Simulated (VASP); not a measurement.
# Cu3O2 (P1) in VASP: single point with PBE

Aim: the single point of Cu3O2 with PBE.

Everything below comes from runs of VASP 6.6.1. Logs are shortened: lines on timing, memory, paths and dates and some standing lists are left out, and cuts for length are marked.

## (1) The cell of the first run

The typed cell holds 5 atoms: a = 4.656 Å, b = 4.656 Å, c = 4.656 Å, α = 128.50°, β = 128.50°, γ = 75.82°.

## (2) Single point, PBE (atoms moved at random)

The input, INCAR:

```
PREC     = Accurate       # precision mode
ENCUT    = 520            # plane-wave cutoff, eV
EDIFF    = 1E-7           # SCF threshold, eV
ISMEAR   = -1             # smearing method
SIGMA    = 0.05           # smearing width, eV
LREAL    = F              # projectors in reciprocal space
LASPH    = T              # aspherical terms in the spheres
NELM     = 60             # most SCF steps
ALGO     = Normal         # electronic algorithm
ISIF     = 2              # what is computed and relaxed
LWAVE    = F              # write WAVECAR
LCHARG   = F              # write CHGCAR
GGA      = PE             # functional
NBANDS   = 30             # bands
```

The input, KPOINTS:

```
Automatic mesh
0
Gamma
  9 9 9
```

The input, POSCAR:

```
Cu3O2
1.0
   -2.0229820000      2.0229820000      3.6736170000
    2.0229820000     -2.0229820000      3.6736170000
    2.0229820000      2.0229820000     -3.6736170000
Cu O
3 2
Direct
    0.0086460000      0.0141220000      0.0238240000
    0.7304760000      0.2477990000      0.4882090000
    0.2634050000      0.7571750000      0.5091040000
    0.5049290000     -0.0037260000      0.5010080000
    0.0084640000      0.5030830000      0.5001970000
```

Potentials or basis: VASP PAW PBE potentials, release 64 (Cu, O).

Command:

```sh
> cat potpaw_PBE.64/Cu/POTCAR potpaw_PBE.64/O/POTCAR > POTCAR
> mpirun -np 1 vasp_std > vasp.out
```

OUTCAR:

```text
PREC = Accurate
   ENCUT = 520
   EDIFF = 1E-7
   ISMEAR = -1
   LREAL = F
   LASPH = T
   NELM = 60
   ISIF = 2
   GGA = PE

 ion  position               nearest neighbor table
   1  0.009  0.014  0.024-   5 1.95   4 2.01   4 2.04   5 2.09   2 2.64   3 2.70   3 2.71   2 2.72
                             3 2.72   2 2.78   2 2.79
   2  0.730  0.248  0.488-   4 1.80   5 1.92   1 2.64   1 2.72   1 2.78   1 2.79
   3  0.263  0.757  0.509-   4 1.80   5 1.84   1 2.70   1 2.71   1 2.72
   4  0.505  0.996  0.501-   3 1.80   2 1.80   1 2.01   1 2.04
   5  0.008  0.503  0.500-   3 1.84   2 1.92   1 1.95   1 2.09

  LATTYP: Found a body centered tetragonal cell.
 ALAT       =     4.0459640000
 C/A-ratio  =     1.8159415160

  Lattice vectors:

 A1 = (  -2.0229820000,   2.0229820000,   3.6736170000)
 A2 = (   2.0229820000,  -2.0229820000,   3.6736170000)
 A3 = (   2.0229820000,   2.0229820000,  -3.6736170000)

Analysis of symmetry for initial positions (statically):
=====================================================================
 Subroutine PRICEL returns:
 Original cell was already a primitive cell.

 Routine SETGRP: Setting up the symmetry group for a
 body centered tetragonal supercell.

 Subroutine GETGRP returns: Found  1 space group operations
 (whereof  1 operations were pure point group operations)
 out of a pool of 16 trial point group operations.

The static configuration has the point symmetry C_1 .

Analysis of symmetry for dynamics (positions and initial velocities):
=====================================================================
 Subroutine PRICEL returns:
 Original cell was already a primitive cell.

 Routine SETGRP: Setting up the symmetry group for a
 body centered tetragonal supercell.

 Subroutine GETGRP returns: Found  1 space group operations
 (whereof  1 operations were pure point group operations)
 out of a pool of 16 trial point group operations.

The dynamic configuration has the point symmetry C_1 .

 Subroutine INISYM returns: Found  1 space group operations
 (whereof  1 operations are pure point group operations),
 and found     1 'primitive' translations

----------------------------------------------------------------------------------------

                                     Primitive cell

  volume of cell :      60.1365

  direct lattice vectors                    reciprocal lattice vectors
    -2.022982000  2.022982000  3.673617000     0.000000000  0.247159886  0.136105642
     2.022982000 -2.022982000  3.673617000     0.247159886  0.000000000  0.136105642
     2.022982000  2.022982000 -3.673617000     0.247159886  0.247159886  0.000000000

  length of vectors
     4.656218875  4.656218875  4.656218875     0.282157323  0.282157323  0.349536863

  position of ions in fractional coordinates (direct lattice)
     0.008646000  0.014122000  0.023824000
     0.730476000  0.247799000  0.488209000
     0.263405000  0.757175000  0.509104000
     0.504929000  0.996274000  0.501008000
     0.008464000  0.503083000  0.500197000

  ion indices of the primitive-cell ions
   primitive index   ion index
                 1           1
                 2           2
                 3           3
                 4           4
                 5           5

----------------------------------------------------------------------------------------

 KPOINTS: Automatic mesh

Automatic generation of k-mesh.
 Grid dimensions read from file:
 generate k-points for:    9    9    9

 Generating k-lattice:

  Cartesian coordinates                     Fractional coordinates (reciprocal lattice)
     0.000000000  0.027462210  0.015122849     0.111111111 -0.000000000  0.000000000
     0.027462210  0.000000000  0.015122849    -0.000000000  0.111111111  0.000000000
     0.027462210  0.027462210  0.000000000     0.000000000  0.000000000  0.111111111

  Length of vectors
     0.031350814  0.031350814  0.038837429

  Shift w.r.t. Gamma in fractional coordinates (k-lattice)
     0.000000000  0.000000000  0.000000000

 Subroutine IBZKPT returns following result:
 ===========================================

 Found    365 irreducible k-points:

 Following reciprocal coordinates:
            Coordinates               Weight
  0.000000  0.000000  0.000000      1.000000
  0.111111  0.000000 -0.000000      2.000000
  0.000000  0.111111 -0.000000      2.000000
  0.000000  0.111111 -0.111111      2.000000
  0.111111  0.000000 -0.111111      2.000000
  0.222222  0.000000 -0.000000      2.000000
[... 16 lines left out ...]
  0.000000  0.333333 -0.111111      2.000000
  0.111111  0.222222 -0.333333      2.000000
 [... further k-points ...]
   k-points           NKPTS =    365   k-points in BZ     NKDIM =    365   number of bands    NBANDS=     30
   number of dos      NEDOS =    301   number of ions     NIONS =      5
   total plane-waves  NPLWV =  46656
   dimension x,y,z NGX =    36 NGY =   36 NGZ =   36
   dimension x,y,z NGXF=    72 NGYF=   72 NGZF=   72
   ions per type =               3   2
   NGX,Y,Z   is equivalent  to a cutoff of  12.85, 12.85, 12.85 a.u.
   NGXF,Y,Z  is equivalent  to a cutoff of  25.71, 25.71, 25.71 a.u.
 SYSTEM =  unknown system
   PREC   = accura    normal or accurate (medium, high low for compatibility)
   ISTART =      0    job   : 0-new  1-cont  2-samecut
   ICHARG =      2    charge: 1-file 2-atom 10-const
   ISPIN  =      1    spin polarized calculation?
   LNONCOLLINEAR =      F non collinear calculations
   LSORBIT =      F    spin-orbit coupling
   LASPH  =      T    aspherical Exc in radial PAW
   ENCUT  =  520.0 eV  38.22 Ry    6.18 a.u.   8.66  8.66  8.66*2*pi/ulx,y,z
   NELM   =     60;   NELMIN=  2; NELMDL= -5     # of ELM steps
   EDIFF  = 0.1E-06   stopping-criterion for ELM
   LREAL  =      F    real-space projection
   EDIFFG = 0.1E-05   stopping-criterion for IOM
   NSW    =      0    number of steps for IOM
   IBRION =     -1    ionic relax: 0-MD 1-quasi-New 2-CG
   NFREE  =      0    steps in history (QN), initial steepest desc. (CG)
   ISIF   =      2    stress and relaxation
   ISYM   =      2    0-nonsym 1-usesym 2-fastsym
   POTIM  = 0.5000    time-step for ionic-motion
   TEBEG  =    0.0;   TEEND  =   0.0 temperature during run
   PSTRESS=    0.0 pullay stress
   NELECT =      45.0000    total number of electrons
   NUPDOWN=      -1.0000    fix difference up-down
   EMIN   =  10.00;   EMAX   =-10.00  energy-range for DOS
   EFERMI =   0.00;   METHOD = LEGACY
   ISMEAR =    -1;   SIGMA  =   0.05  broadening in eV -4-tet -1-fermi 0-gaus
   EFERMI_NEDOS =   21; number of points for ismear=-14 and -15
   IALGO  =     38    algorithm
   IMIX   =      4    mixing-type and parameters
     AMIX     =   0.40;   BMIX     =  1.00
     AMIX_MAG =   1.60;   BMIX_MAG =  1.00
  volume/ion in A,a.u.               =      12.03        81.16
  Fermi-wavevector in a.u.,A,eV,Ry     =   1.486277  2.808656 30.055525  2.209019
  Thomas-Fermi vector in A             =   2.599583
   LORBIT       =      0    0 simple, 1 ext, 2 COOP (PROOUT), +10 PAW based schemes
   GGA     = PE    functional components
   LHFCALC =     F    Hartree Fock is set to
   AEXX    =    0.0000 exact exchange contribution
   IVDW    =     0    specifies the selected vdW correction
   LEPSILON=     F    determine dielectric tensor
   LRPA    =     F    only Hartree local field effects (RPA)
 non-spin polarized calculation
  energy-cutoff  :      520.00
  volume of cell :       60.14
 maximum number of plane-waves:      1661
   NGX = 17   NGY = 17   NGZ = 17

 number of electron      45.0000005 magnetization

 Free energy of the ion-electron system (eV)
  ---------------------------------------------------
  ext. energy  EPLUGINS =         0.00000000
  ---------------------------------------------------
  free energy    TOTEN  =       -22.62122163 eV

  energy without entropy =      -22.60444437  energy(sigma->0) =      -22.61283300

 E-fermi :   4.3747     XC(G=0): -11.1670

 val. band max:        4.3676042714   @ k =   0.1111   0.0000   0.1111
 cond. band min:       4.3806464750   @ k =  -0.3333  -0.3333  -0.4444
 fundamental gap:      0.0130422036
 Fermi energy:         4.3747141759

 k-point     1 :       0.0000    0.0000    0.0000
  band No.  band energies     occupation
      1     -14.8012      2.00000
      2     -13.5300      2.00000
      3      -2.2178      2.00000
      4      -1.2586      2.00000
      5      -1.1014      2.00000
      6      -0.5843      2.00000
[... 22 lines left out ...]
     29      15.3442      0.00000
     30      15.6095      0.00000

 k-point     2 :       0.1111    0.0000   -0.0000
  band No.  band energies     occupation
      1     -14.7581      2.00000
      2     -13.5589      2.00000
      3      -2.2045      2.00000
      4      -1.3767      2.00000
      5      -1.0544      2.00000
      6      -0.7185      2.00000
[... 22 lines left out ...]
     29      14.9688      0.00000
     30      16.2438      0.00000

 k-point     3 :       0.0000    0.1111   -0.0000
  band No.  band energies     occupation
      1     -14.7624      2.00000
      2     -13.5541      2.00000
      3      -2.1972      2.00000
      4      -1.2169      2.00000
      5      -1.1971      2.00000
      6      -0.7315      2.00000
[... 22 lines left out ...]
     29      14.9668      0.00000
     30      16.2844      0.00000

 k-point     4 :       0.0000    0.1111   -0.1111
  band No.  band energies     occupation
      1     -14.7580      2.00000
      2     -13.5590      2.00000
      3      -2.2056      2.00000
      4      -1.3717      2.00000
      5      -1.0553      2.00000
      6      -0.7189      2.00000
[... 616 lines left out ...]
     29      14.8134      0.00000
     30      15.4445      0.00000

 k-point    23 :       0.0000    0.3333   -0.1111
  band No.  band energies     occupation
      1     -14.5835      2.00000
      2     -13.6801      2.00000
      3      -1.9536      2.00000
      4      -1.5368      2.00000
      5      -1.3397      2.00000
      6      -1.0612      2.00000
[... 22 lines left out ...]
     29      14.7072      0.00000
     30      15.4999      0.00000

 k-point    24 :       0.1111    0.2222   -0.3333
  band No.  band energies     occupation
      1     -14.5681      2.00000
      2     -13.6969      2.00000
      3      -2.0113      2.00000
      4      -1.6624      2.00000
      5      -1.2867      2.00000
      6      -0.9252      2.00000
[... 22 lines left out ...]
     29      14.7718      0.00000
     30      15.4290      0.00000

 [... further k-points ...]

------------------------ aborting loop because EDIFF is reached ----------------------------------------

  FORCE on cell =-STRESS in cart. coord.  units (eV):
  Direction    XX          YY          ZZ          XY          YZ          ZX
  --------------------------------------------------------------------------------------
  -------------------------------------------------------------------------------------
  Total        0.3958421      0.9217233      1.2787124     -0.0329369      0.0594874      0.0440906
  in kB       10.5461672     24.5568840     34.0679142     -0.8775159      1.5848854      1.1746783
  external PRESSURE =      23.0569885 kB  Pullay stress =       0.0000000 kB

 VOLUME and BASIS-vectors are now :
 -----------------------------------------------------------------------------
  energy-cutoff  :      520.00
  volume of cell :       60.14
      direct lattice vectors                 reciprocal lattice vectors
    -2.022982000  2.022982000  3.673617000     0.000000000  0.247159886  0.136105642
     2.022982000 -2.022982000  3.673617000     0.247159886  0.000000000  0.136105642
     2.022982000  2.022982000 -3.673617000     0.247159886  0.247159886  0.000000000

 POSITION                                       TOTAL-FORCE (eV/Angst)
 -----------------------------------------------------------------------------------
      0.05927      0.03712     -0.00388        -0.622411     -0.249469      0.019573
      0.01119      1.96408      1.80031         0.022981      0.189317      1.333254
      2.02880      0.03102      1.87897         0.035203     -0.045938     -0.688784
      2.00751      0.01955      3.67433         0.042766      0.119157      0.029910
      2.01249      0.01128      0.04170         0.521461     -0.013067     -0.693953
 -----------------------------------------------------------------------------------
    total drift:                                0.000376     -0.000078      0.000552

  FREE ENERGIE OF THE ION-ELECTRON SYSTEM (eV)
  ---------------------------------------------------
  free  energy   TOTEN  =       -22.6212216281 eV

  energy  without entropy=      -22.6044443745  energy(sigma->0) =      -22.61283300
```

Wall time 8.4 min (1 thread of Intel Xeon Platinum 8488C (Sapphire Rapids), shared host); peak memory 0.6 GiB.

What came out:

| Property | Result |
| --- | --- |
| Free energy | -22.6212 eV |
| Pressure | 2.3 GPa |
| Largest force | 1.347 eV/Å |
| Band gap on the k mesh | zero (an odd number of electrons rules out a gap without spin polarisation) |

Forces in eV/Å, atoms in the order of the input:
```
Cu  -0.622 -0.249  0.020
Cu   0.023  0.189  1.333
Cu   0.035 -0.046 -0.689
O    0.043  0.119  0.030
O    0.521 -0.013 -0.694
```

Caveat: the cell differs from its parent crystal (atoms moved at random); an odd number of electrons without spin polarisation forces a metal; a magnetic or distorted state may lie lower.
